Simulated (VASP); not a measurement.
# TiZn3: electric field gradients with LDA

TiZn3:

```xyz
4
Lattice="3.8791 0.0000 0.0000 0.0000 3.8791 0.0000 0.0000 0.0000 3.8791" Properties=species:S:1:pos:R:3 pbc="T T T"
Ti    0.0000    0.0000    0.0000
Zn    0.0000    1.9395    1.9395
Zn    1.9395    0.0000    1.9395
Zn    1.9395    1.9395    0.0000
```

```
Program                : VASP 6.6.1
Task                   : electric field gradients
Functional             : LDA
Potentials or basis    : VASP PAW LDA potentials, release 64 (Ti_sv, Zn)
Cutoff                 : 520 eV
k mesh                 : 9 × 9 × 9
Occupations            : fermi-dirac, width 0.05 eV
Spin                   : no spin polarisation
Dipole correction      : no
Further INCAR settings : ALGO = Normal; EDIFF = 1e-08; NBANDS = 32
```

```json
{
 "Pressure": "-5.8 GPa",
 "Band gap on the k mesh": "zero (bands 24 and 25 overlap by 1.93 eV)",
 "Largest electric field gradient by atom": "Ti +0.0; Zn +41.6 V/Å²"
}
```

Levels at points of the mesh, in eV from the Fermi level:
| k point | band 21 | band 22 | band 23 | band 24 | band 25 | band 26 | band 27 | band 28 |
| --- | --- | --- | --- | --- | --- | --- | --- | --- |
| (0.00, 0.00, 0.00) | -0.73 | -0.73 | 0.28 | 0.28 | 0.28 | 1.57 | 1.57 | 1.57 |

Electric field gradients, principal values (V/Å²):
| atom | least | middle | greatest (by size) |
| --- | --- | --- | --- |
| 1 Ti | 0.000 | 0.000 | 0.000 |
| 2 Zn | -20.786 | -20.786 | 41.571 |
| 3 Zn | -20.786 | -20.786 | 41.571 |
| 4 Zn | -20.786 | -20.786 | 41.571 |

It took 26 s on 1 thread of Intel(R) Xeon(R) 6975P-C (Granite Rapids) (shared host), peak memory 0.18 GiB.

Caveat: the cell stands under tension; without QUAD_EFG the Cq values of the log hold for a quadrupole moment of 1 mb, not for the nuclei.
